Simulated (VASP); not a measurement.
# BeAl2 (Fd-3m) in VASP: further runs

BeAl2 is run at these levels: PBE; tasks: single point, relaxation of cell and atoms.

Everything below comes from runs of VASP 6.6.1. Logs are shortened: lines on timing, memory, paths and dates and some standing lists are left out, and cuts for length are marked.

### 1 The cell of the first run

It takes space group Fd-3m (No. 227, cubic). Conventional cell: a = 7.272 Å, b = 7.272 Å, c = 7.272 Å, α = 90.00°, β = 90.00°, γ = 90.00°. Be (site symmetry -43m) has 12 Al at 3.01 Å and 4 Be at 3.15 Å within 4.0 Å. Al (site symmetry -3m) has 6 Al at 2.57 Å and 6 Be at 3.01 Å within 3.4 Å.

### 2 Single point, PBE

Contents of INCAR:

```
SYSTEM = BeAl2
PREC = Accurate ; ENCUT = 520
EDIFF = 1E-7 ; ISMEAR = 0
SIGMA = 0.1 ; LREAL = .FALSE.
LASPH = .TRUE. ; NELM = 60
ALGO = Fast ; ISIF = 2
LWAVE = .FALSE. ; LCHARG = .FALSE.
GGA = PE ; NBANDS = 17
```

Contents of KPOINTS:

```
regular mesh
0
G
  4 4 4
  0 0 0
```

Contents of POSCAR:

```
BeAl2
1.0
    0.0000000000      3.6358598122      3.6358598122
    3.6358598122      0.0000000000      3.6358598122
    3.6358598122      3.6358598122      0.0000000000
Be Al
2 4
Direct
    0.0000000000      0.0000000000      0.0000000000
    0.2500000000      0.2500000000      0.2500000000
    0.6250000000      0.6250000000      0.6250000000
    0.1250000000      0.6250000000      0.6250000000
    0.6250000000      0.6250000000      0.1250000000
    0.6250000000      0.1250000000      0.6250000000
```

Potentials or basis: VASP PAW PBE potentials, release 64 (Be, Al).

Started as:

```bash
$ cat potpaw_PBE.64/Be/POTCAR potpaw_PBE.64/Al/POTCAR > POTCAR
$ mpirun -np 1 vasp_std > vasp.out
```

OUTCAR:

```text
SYSTEM = BeAl2
   PREC = Accurate
   ENCUT = 520
   EDIFF = 1E-7
   ISMEAR = 0
   LREAL = .FALSE.
   LASPH = .TRUE.
   NELM = 60
   ISIF = 2
   GGA = PE

 ion  position               nearest neighbor table
   1  0.000  0.000  0.000-
   2  0.250  0.250  0.250-
   3  0.625  0.625  0.625-   4 2.57   5 2.57   6 2.57   5 2.57   6 2.57   4 2.57
   4  0.125  0.625  0.625-   3 2.57   5 2.57   6 2.57   3 2.57   5 2.57   6 2.57
   5  0.625  0.625  0.125-   3 2.57   3 2.57   4 2.57   6 2.57   6 2.57   4 2.57
   6  0.625  0.125  0.625-   3 2.57   5 2.57   3 2.57   4 2.57   5 2.57   4 2.57

  LATTYP: Found a face centered cubic cell.
 ALAT       =     7.2717196244

  Lattice vectors:

 A1 = (   0.0000000000,   3.6358598122,   3.6358598122)
 A2 = (   3.6358598122,   0.0000000000,   3.6358598122)
 A3 = (   3.6358598122,   3.6358598122,   0.0000000000)

Analysis of symmetry for initial positions (statically):
=====================================================================
 Subroutine PRICEL returns:
 Original cell was already a primitive cell.

 Routine SETGRP: Setting up the symmetry group for a
 face centered cubic supercell.

 Subroutine GETGRP returns: Found 48 space group operations
 (whereof 24 operations were pure point group operations)
 out of a pool of 48 trial point group operations.

The static configuration has the point symmetry T_d .
 The point group associated with its full space group is O_h .

Analysis of symmetry for dynamics (positions and initial velocities):
=====================================================================
 Subroutine PRICEL returns:
 Original cell was already a primitive cell.

 Routine SETGRP: Setting up the symmetry group for a
 face centered cubic supercell.

 Subroutine GETGRP returns: Found 48 space group operations
 (whereof 24 operations were pure point group operations)
 out of a pool of 48 trial point group operations.

The dynamic configuration has the point symmetry T_d .
 The point group associated with its full space group is O_h .

 Subroutine INISYM returns: Found 48 space group operations
 (whereof 24 operations are pure point group operations),
 and found     1 'primitive' translations

----------------------------------------------------------------------------------------

                                     Primitive cell

  volume of cell :      96.1283

  direct lattice vectors                    reciprocal lattice vectors
     0.000000000  3.635859812  3.635859812    -0.137519053  0.137519053  0.137519053
     3.635859812  0.000000000  3.635859812     0.137519053 -0.137519053  0.137519053
     3.635859812  3.635859812  0.000000000     0.137519053  0.137519053 -0.137519053

  length of vectors
     5.141882257  5.141882257  5.141882257     0.238189988  0.238189988  0.238189988

  position of ions in fractional coordinates (direct lattice)
     0.000000000  0.000000000  0.000000000
     0.250000000  0.250000000  0.250000000
     0.625000000  0.625000000  0.625000000
     0.125000000  0.625000000  0.625000000
     0.625000000  0.625000000  0.125000000
     0.625000000  0.125000000  0.625000000

  ion indices of the primitive-cell ions
   primitive index   ion index
                 1           1
                 2           2
                 3           3
                 4           4
                 5           5
                 6           6

----------------------------------------------------------------------------------------

 KPOINTS: regular mesh

Automatic generation of k-mesh.
 Grid dimensions read from file:
 generate k-points for:    4    4    4

 Generating k-lattice:

  Cartesian coordinates                     Fractional coordinates (reciprocal lattice)
    -0.034379763  0.034379763  0.034379763     0.250000000  0.000000000  0.000000000
     0.034379763 -0.034379763  0.034379763     0.000000000  0.250000000  0.000000000
     0.034379763  0.034379763 -0.034379763     0.000000000  0.000000000  0.250000000

  Length of vectors
     0.059547497  0.059547497  0.059547497

  Shift w.r.t. Gamma in fractional coordinates (k-lattice)
     0.000000000  0.000000000  0.000000000

 Subroutine IBZKPT returns following result:
 ===========================================

 Found      8 irreducible k-points:

 Following reciprocal coordinates:
            Coordinates               Weight
  0.000000  0.000000  0.000000      1.000000
  0.250000  0.000000  0.000000      8.000000
  0.500000  0.000000  0.000000      4.000000
  0.250000  0.250000  0.000000      6.000000
  0.500000  0.250000  0.000000     24.000000
 -0.250000  0.250000  0.000000     12.000000
  0.500000  0.500000  0.000000      3.000000
 -0.250000  0.500000  0.250000      6.000000
   k-points           NKPTS =      8   k-points in BZ     NKDIM =      8   number of bands    NBANDS=     17
   number of dos      NEDOS =    301   number of ions     NIONS =      6
   total plane-waves  NPLWV =  64000
   dimension x,y,z NGX =    40 NGY =   40 NGZ =   40
   dimension x,y,z NGXF=    80 NGYF=   80 NGZF=   80
   ions per type =               2   4
   NGX,Y,Z   is equivalent  to a cutoff of  12.93, 12.93, 12.93 a.u.
   NGXF,Y,Z  is equivalent  to a cutoff of  25.87, 25.87, 25.87 a.u.
 SYSTEM =  BeAl2
   PREC   = accura    normal or accurate (medium, high low for compatibility)
   ISTART =      0    job   : 0-new  1-cont  2-samecut
   ICHARG =      2    charge: 1-file 2-atom 10-const
   ISPIN  =      1    spin polarized calculation?
   LNONCOLLINEAR =      F non collinear calculations
   LSORBIT =      F    spin-orbit coupling
   LASPH  =      T    aspherical Exc in radial PAW
   ENCUT  =  520.0 eV  38.22 Ry    6.18 a.u.   9.56  9.56  9.56*2*pi/ulx,y,z
   NELM   =     60;   NELMIN=  2; NELMDL= -5     # of ELM steps
   EDIFF  = 0.1E-06   stopping-criterion for ELM
   LREAL  =      F    real-space projection
   EDIFFG = 0.1E-05   stopping-criterion for IOM
   NSW    =      0    number of steps for IOM
   IBRION =     -1    ionic relax: 0-MD 1-quasi-New 2-CG
   NFREE  =      0    steps in history (QN), initial steepest desc. (CG)
   ISIF   =      2    stress and relaxation
   ISYM   =      2    0-nonsym 1-usesym 2-fastsym
   POTIM  = 0.5000    time-step for ionic-motion
   TEBEG  =    0.0;   TEEND  =   0.0 temperature during run
   PSTRESS=    0.0 pullay stress
   NELECT =      16.0000    total number of electrons
   NUPDOWN=      -1.0000    fix difference up-down
   EMIN   =  10.00;   EMAX   =-10.00  energy-range for DOS
   EFERMI =   0.00;   METHOD = LEGACY
   ISMEAR =     0;   SIGMA  =   0.10  broadening in eV -4-tet -1-fermi 0-gaus
   EFERMI_NEDOS =   21; number of points for ismear=-14 and -15
   IALGO  =     68    algorithm
   IMIX   =      4    mixing-type and parameters
     AMIX     =   0.40;   BMIX     =  1.00
     AMIX_MAG =   1.60;   BMIX_MAG =  1.00
  volume/ion in A,a.u.               =      16.02       108.12
  Fermi-wavevector in a.u.,A,eV,Ry     =   0.900529  1.701753 11.033678  0.810952
  Thomas-Fermi vector in A             =   2.023498
   LORBIT       =      0    0 simple, 1 ext, 2 COOP (PROOUT), +10 PAW based schemes
   GGA     = PE    functional components
   LHFCALC =     F    Hartree Fock is set to
   AEXX    =    0.0000 exact exchange contribution
   IVDW    =     0    specifies the selected vdW correction
   LEPSILON=     F    determine dielectric tensor
   LRPA    =     F    only Hartree local field effects (RPA)
 non-spin polarized calculation
 RMM-DIIS sequential band-by-band and
 Gauss-broadening in eV      SIGMA  =   0.10
  energy-cutoff  :      520.00
  volume of cell :       96.13
 maximum number of plane-waves:      2637
 NGX is ok and might be reduce to    40
   NGX = 19   NGY = 19   NGZ = 19

 number of electron      16.0000000 magnetization

 Free energy of the ion-electron system (eV)
  ---------------------------------------------------
  ext. energy  EPLUGINS =         0.00000000
  ---------------------------------------------------
  free energy    TOTEN  =       -18.77038799 eV

  energy without entropy =      -18.74841319  energy(sigma->0) =      -18.75940059

 E-fermi :   5.9103     XC(G=0):  -9.6795

 val. band max:        5.8140872828   @ k =  -0.2500   0.2500   0.0000
 cond. band min:       5.9303461755   @ k =   0.2500   0.0000   0.0000
 fundamental gap:      0.1162588927
 Fermi energy:         5.9102620577

 k-point     1 :       0.0000    0.0000    0.0000
  band No.  band energies     occupation
      1      -4.2817      2.00000
      2       1.7326      2.00000
      3       3.6287      2.00000
      4       3.6287      2.00000
      5       3.6287      2.00000
      6       4.3712      2.00000
[... 9 lines left out ...]
     16      13.8227      0.00000
     17      13.8227      0.00000

 k-point     2 :       0.2500    0.0000    0.0000
  band No.  band energies     occupation
      1      -3.8225      2.00000
      2       0.1924      2.00000
      3       2.0262      2.00000
      4       3.1176      2.00000
      5       3.1176      2.00000
      6       4.4930      2.00000
[... 9 lines left out ...]
     16      11.5461      0.00000
     17      12.0358      0.00000

 k-point     3 :       0.5000    0.0000    0.0000
  band No.  band energies     occupation
      1      -2.9016      2.00000
      2      -1.5745      2.00000
      3       1.7103      2.00000
      4       3.1500      2.00000
      5       3.1500      2.00000
      6       3.5110      2.00000
[... 9 lines left out ...]
     16      11.9384      0.00000
     17      12.8844      0.00000

 k-point     4 :       0.2500    0.2500    0.0000
  band No.  band energies     occupation
      1      -3.6620      2.00000
      2       0.4098      2.00000
      3       1.9900      2.00000
      4       1.9900      2.00000
      5       2.1676      2.00000
      6       3.0024      2.00000
[... 9 lines left out ...]
     16      11.9983      0.00000
     17      12.2539      0.00000

 k-point     5 :       0.5000    0.2500    0.0000
  band No.  band energies     occupation
      1      -2.7006      2.00000
      2      -1.1281      2.00000
      3       0.4188      2.00000
      4       1.8279      2.00000
      5       2.1568      2.00000
      6       4.1726      2.00000
[... 9 lines left out ...]
     16      11.2280      0.00000
     17      12.0283      0.00000

 k-point     6 :      -0.2500    0.2500    0.0000
  band No.  band energies     occupation
      1      -3.0983      2.00000
      2      -0.6121      2.00000
      3       0.2764      2.00000
      4       2.5167      2.00000
      5       2.6582      2.00000
      6       4.9102      2.00000
[... 9 lines left out ...]
     16      11.8088      0.00000
     17      12.5084      0.00000

 k-point     7 :       0.5000    0.5000    0.0000
  band No.  band energies     occupation
      1      -1.8936      2.00000
      2      -1.8936      2.00000
      3       1.3282      2.00000
      4       1.3282      2.00000
      5       1.6859      2.00000
      6       1.6859      2.00000
[... 9 lines left out ...]
     16      10.8118      0.00000
     17      10.8132      0.00000

 k-point     8 :      -0.2500    0.5000    0.2500
  band No.  band energies     occupation
      1      -1.7716      2.00000
      2      -1.7716      2.00000
      3       0.2042      2.00000
      4       0.2042      2.00000
      5       3.9885      2.00000
      6       3.9885      2.00000
[... 9 lines left out ...]
     16      10.2248      0.00000
     17      13.2824      0.00000

------------------------ aborting loop because EDIFF is reached ----------------------------------------

  FORCE on cell =-STRESS in cart. coord.  units (eV):
  Direction    XX          YY          ZZ          XY          YZ          ZX
  --------------------------------------------------------------------------------------
  -------------------------------------------------------------------------------------
  Total        0.0006460      0.0006460      0.0006460      0.0000000      0.0000000     -0.0000000
  in kB        0.0107669      0.0107669      0.0107669      0.0000000      0.0000000     -0.0000000
  external PRESSURE =       0.0107669 kB  Pullay stress =       0.0000000 kB

 VOLUME and BASIS-vectors are now :
 -----------------------------------------------------------------------------
  energy-cutoff  :      520.00
  volume of cell :       96.13
      direct lattice vectors                 reciprocal lattice vectors
     0.000000000  3.635859812  3.635859812    -0.137519053  0.137519053  0.137519053
     3.635859812  0.000000000  3.635859812     0.137519053 -0.137519053  0.137519053
     3.635859812  3.635859812  0.000000000     0.137519053  0.137519053 -0.137519053

 POSITION                                       TOTAL-FORCE (eV/Angst)
 -----------------------------------------------------------------------------------
      0.00000      0.00000      0.00000         0.000000      0.000000      0.000000
      1.81793      1.81793      1.81793        -0.000000      0.000000     -0.000000
      4.54482      4.54482      4.54482         0.000000     -0.000000     -0.000000
      4.54482      2.72689      2.72689         0.000000     -0.000000     -0.000000
      2.72689      2.72689      4.54482         0.000000     -0.000000     -0.000000
      2.72689      4.54482      2.72689         0.000000     -0.000000     -0.000000
 -----------------------------------------------------------------------------------
    total drift:                                0.000000      0.000000      0.000000

  FREE ENERGIE OF THE ION-ELECTRON SYSTEM (eV)
  ---------------------------------------------------
  free  energy   TOTEN  =       -18.7703879853 eV

  energy  without entropy=      -18.7484131865  energy(sigma->0) =      -18.75940059
```

Wall time 24 s (1 thread of Intel Xeon Platinum 8259CL at 2.50GHz (Skylake/Cascade Lake), shared host); peak memory 0.22 GiB.

What came out:

```
Free energy            : -18.7704 eV
Pressure               : 0.0 GPa
Band gap on the k mesh : zero (band 8 reaches 8.23 eV, above the bottom of band 9 at 4.37 eV)
```

Levels at points of the mesh, in eV from the Fermi level:
```csv
k point,band 4,band 5,band 6,band 7,band 8,band 9,band 10,band 11,band 12,band 13
"(0.00, 0.00, 0.00)",-2.28,-2.28,-1.54,-1.54,-1.54,-1.54,0.70,0.70,0.70,0.86
"(0.50, 0.00, 0.00)",-2.76,-2.76,-2.40,-2.40,-1.08,1.39,2.43,2.43,2.93,2.93
"(0.50, 0.50, 0.00)",-4.58,-4.22,-4.22,2.32,2.32,2.48,2.48,3.38,3.38,4.26
```

Caveat: the k points lie up to 0.37 Å⁻¹ apart.

### 3 Relaxation of cell and atoms, PBE

This run uses another cell than the first one, of 12.66 Å³/atom, 0.790 times its volume.

Contents of INCAR:

```
  ALGO = Fast
  EDIFF = 1E-6
  EDIFFG = -0.04
  ENCUT = 600
  GGA = PE
  IBRION = 2
  ISIF = 3
  ISMEAR = 0
  LASPH = True
  LCHARG = False
  LREAL = False
  LWAVE = False
  NELM = 100
  NSW = 90
  PREC = Accurate
  SIGMA = 0.1
```

Contents of KPOINTS:

```
k-points
0
Gamma
  4 4 4
```

POSCAR, as its differences from that of step 2:

```diff
@@ -2,5 +2,5 @@
 1.0
-    0.0000000000      3.6358598122      3.6358598122
-    3.6358598122      0.0000000000      3.6358598122
-    3.6358598122      3.6358598122      0.0000000000
+    0.0000000000      3.3614055580      3.3614055580
+    3.3614055580      0.0000000000      3.3614055580
+    3.3614055580      3.3614055580      0.0000000000
 Be Al
```

Potentials or basis: VASP PAW PBE potentials, release 64 (Be, Al).

Started as:

```bash
$ cat potpaw_PBE.64/Be/POTCAR potpaw_PBE.64/Al/POTCAR > POTCAR
$ mpirun -np 1 vasp_std > vasp.out
```

Run time: 50 s. Hardware: 1 thread of Intel Xeon Platinum 8259CL at 2.50GHz (Skylake/Cascade Lake), shared host; peak memory 0.23 GiB.

The run converged. Its results:

* Free energy: -18.7697 eV
* Relaxed volume: 15.97 Å³/atom
* Relaxed cell: a = 5.136 Å, b = 5.136 Å, c = 5.136 Å, α = 60.00°, β = 60.00°, γ = 60.00°
* Space group after relaxing (to 0.05 Å): Fd-3m (No. 227)
* Energy gained by relaxing: 233.6 meV/atom
* Ionic steps: 3
* Pressure after relaxing: 0.2 GPa
* Band gap on the k mesh: zero (band 8 reaches 8.25 eV, above the bottom of band 9 at 4.40 eV)

Step by step:
| step | energy change (eV) | largest force (eV/Å) | pressure (GPa) | volume (Å³) |
| --- | --- | --- | --- | --- |
| 1 | 0.0000 | 0.0000 | 27.19 | 75.96 |
| 2 | -1.3276 | 0.0000 | -3.76 | 102.11 |
| 3 | -1.4016 | 0.0000 | 0.23 | 95.82 |

Final structure:
```
CELL_PARAMETERS angstrom
0.00000 3.63198 3.63198
3.63198 0.00000 3.63198
3.63198 3.63198 0.00000
ATOMIC_POSITIONS crystal
Be 0.00000 0.00000 0.00000
Be 0.25000 0.25000 0.25000
Al 0.62500 0.62500 0.62500
Al 0.12500 0.62500 0.62500
Al 0.62500 0.62500 0.12500
Al 0.62500 0.12500 0.62500
```

Levels at points of the mesh, in eV from the Fermi level:
```tsv
k point	band 6	band 7	band 8	band 9	band 10	band 11
(0.00, 0.00, 0.00)	-1.54	-1.54	-1.54	-1.54	0.69	0.69
(0.50, 0.00, 0.00)	-2.41	-2.41	-1.08	1.39	2.43	2.43
(0.50, 0.50, 0.00)	-4.23	2.32	2.32	2.48	2.48	3.39
```

Caveat: the k points lie up to 0.37 Å⁻¹ apart in the final cell; the volume moved by over 15 % at a fixed basis, so the end points are rough.

### 4 Single point, PBE

This run uses another cell than the first one, of 15.98 Å³/atom, 0.997 times its volume.

Contents of INCAR:

```
SYSTEM = BeAl2
ALGO = Normal ; EDIFF = 1E-6
ENCUT = 520 ; GGA = PE
ISIF = 2 ; ISMEAR = 0
LASPH = .True. ; LCHARG = .False.
LREAL = .False. ; LWAVE = .False.
NBANDS = 17 ; NELM = 80
PREC = Accurate ; SIGMA = 0.1
```

Contents of KPOINTS:

```
k-points
0
Gamma
  10 10 10
  0 0 0
```

Contents of POSCAR:

```
BeAl2
1.0
    0.0000000000      3.6327401288      3.6327401288
    3.6327401288      0.0000000000      3.6327401288
    3.6327401288      3.6327401288      0.0000000000
Be Al
2 4
Direct
    0.5000000000      0.5000000000      0.5000000000
    0.7500000000      0.7500000000      0.7500000000
    0.1250000000      0.1250000000      0.1250000000
    0.6250000000      0.1250000000      0.1250000000
    0.1250000000      0.1250000000      0.6250000000
    0.1250000000      0.6250000000      0.1250000000
```

Started as:

```bash
$ cat potpaw_PBE.64/Be/POTCAR potpaw_PBE.64/Al/POTCAR > POTCAR
$ mpirun -np 1 vasp_std > vasp.out
```

It took 70 s on 1 thread of Intel Xeon Platinum 8259CL at 2.50GHz (Skylake/Cascade Lake), shared host; peak memory 0.26 GiB.

The run converged. Its results:

```yaml
Free_energy: -18.7426 eV
Pressure: 0.0 GPa
Band_gap_on_the_k_mesh: zero (band 8 reaches 8.25 eV, above the bottom of band 9 at 4.40 eV)
```

Levels at points of the mesh, in eV from the Fermi level:
| k point | band 5 | band 6 | band 7 | band 8 | band 9 | band 10 | band 11 | band 12 |
| --- | --- | --- | --- | --- | --- | --- | --- | --- |
| (0.00, 0.00, 0.00) | -2.65 | -1.90 | -1.90 | -1.90 | -1.89 | 0.34 | 0.34 | 0.34 |
| (0.50, 0.00, 0.00) | -3.13 | -2.77 | -2.77 | -1.43 | 1.04 | 2.07 | 2.07 | 2.58 |
| (0.50, 0.50, 0.00) | -4.59 | -4.59 | 1.96 | 1.96 | 2.13 | 2.13 | 3.02 | 3.02 |

### 5 The runs side by side

| task | cell | k mesh | cutoff (eV) | gap on the mesh (eV) | pressure (GPa) |
| --- | --- | --- | --- | --- | --- |
| single point | a = 5.142 Å, angles 60.0°, 6 atoms | 4 × 4 × 4 | 520 | none | 0.0 |
| relaxation of cell and atoms | relaxed from a = 4.754 Å, angles 60.0°, 6 atoms | 4 × 4 × 4 | 600 | none | 0.2 |
| single point | a = 5.137 Å, angles 60.0°, 6 atoms | 10 × 10 × 10 | 520 | none | 0.0 |

Alike in all rows: level PBE; potentials or basis VASP PAW PBE potentials, release 64 (Be, Al); no spin polarisation; smearing gaussian 0.1 eV.

Caveats: some runs use coarse meshes; the volume moved by over 15 % at a fixed basis, so the end points are rough (some runs).

Absolute energies hang on the potentials; compare differences alone.
